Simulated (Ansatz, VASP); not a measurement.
# TaN in VASP and in Ansatz

```
CELL_PARAMETERS angstrom
2.92404 0.00000 0.00000
-1.46202 2.53229 0.00000
0.00000 0.00000 2.87064
ATOMIC_POSITIONS crystal
Ta 0.00000 0.00000 0.50000
N 0.66667 0.33333 0.00000
```

Alike in both runs: functional PBEsol; k mesh 15 × 15 × 14; occupations fermi-dirac, width 0.08 eV; no spin polarisation.

Ansatz relaxed the structure, and its values are those at the end. VASP's run is a single point on that final structure, the one shown.

|  | VASP | Ansatz |
| --- | --- | --- |
| version | VASP 6.6.1 | Ansatz 0.2.0 |
| potentials or method | VASP PAW PBE potentials, release 64 (Ta_pv, N) | PAW with Ansatz's default frozen-core files, scalar-relativistic |
| plane-wave cutoff (eV) | 520 | 420 |
| valence electrons in the cell | 16 | 18 |

Ansatz gave:

```
pressure (GPa) : 0.0
```

Problem. Which values does VASP return?

Solution. Pressure (GPa): 0.8.

VASP's potentials were made for PBE, not for PBEsol. VASP's potentials hold 16 valence electrons a cell and Ansatz's 18, so a difference there can come from the potentials and not from the codes.

Neither program's run includes spin-orbit coupling.
